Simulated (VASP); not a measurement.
**Ag16O: single point with PBE+D3(BJ)**

The system is Ag16O, a slab with vacuum.

```xyz
17
Lattice="5.7611 0.0000 0.0000 -2.8805 4.9892 0.0000 0.0000 0.0000 26.0702" Properties=species:S:1:pos:R:3 pbc="T T T"
Ag    1.4403    0.8315    8.5000
Ag    0.0000    3.3261    8.5000
Ag    4.3208    0.8315    8.5000
Ag    2.8805    3.3261    8.5000
Ag    0.0000    1.6631   10.8567
Ag   -1.4403    4.1577   10.8567
Ag    2.8805    1.6631   10.8567
Ag    1.4403    4.1577   10.8567
Ag    1.4342    0.8280   13.2069
Ag    0.0000    3.3261   13.1857
Ag    4.3269    0.8280   13.2069
Ag    2.8805    3.3332   13.2069
Ag    0.0000    1.6123   15.5980
Ag   -1.4842    4.1831   15.5980
Ag    2.8805    1.6631   15.5150
Ag    1.4842    4.1831   15.5980
O     0.0000    3.3261   16.8724
```

| Item | Value |
| --- | --- |
| Program | VASP 6.6.1 |
| Task | single point |
| Functional | PBE |
| Dispersion | D3(BJ) |
| Potentials or basis | VASP PAW PBE potentials, release 64 (Ag, O) |
| Cutoff | 520 eV |
| k mesh | 6 × 6 × 1 |
| Occupations | gaussian, width 0.1 eV |
| Spin | no spin polarisation |
| Dipole correction | yes |
| Further INCAR settings | LREAL = Auto; ALGO = Normal; EDIFF = 1e-06; NBANDS = 105 |

The largest force is 0.109 eV/Å. The band gap on the k mesh is zero (bands 91 and 92 overlap by 0.45 eV) and the dispersion energy per atom is -0.433 eV.

Forces on the atoms (eV/Å):
```
Ag  -0.020 -0.011 -0.014
Ag   0.000  0.000 -0.069
Ag   0.020 -0.011 -0.014
Ag   0.000  0.023 -0.014
Ag   0.000 -0.027  0.002
Ag  -0.024  0.014  0.002
Ag   0.000  0.000  0.109
Ag   0.024  0.014  0.002
Ag  -0.004 -0.002  0.008
Ag   0.000  0.000  0.018
Ag   0.004 -0.002  0.008
Ag   0.000  0.005  0.008
Ag   0.000 -0.017 -0.020
Ag  -0.015  0.009 -0.020
Ag   0.000  0.000 -0.006
Ag   0.015  0.009 -0.020
O    0.000  0.000  0.023
```

Levels at points of the mesh, in eV from the Fermi level:
```tsv
k point	band 88	band 89	band 90	band 91	band 92	band 93	band 94	band 95
(0.00, 0.00, 0.00)	-0.65	0.29	0.29	0.30	0.65	0.89	0.89	1.09
(0.50, 0.00, 0.00)	-1.21	-0.84	-0.35	-0.19	-0.07	0.76	0.79	1.36
```

Wall time 24 min on 1 thread of Intel(R) Xeon(R) Platinum 8259CL CPU @ 2.50GHz (Skylake/Cascade Lake), on a shared host, peak memory 1 GiB.
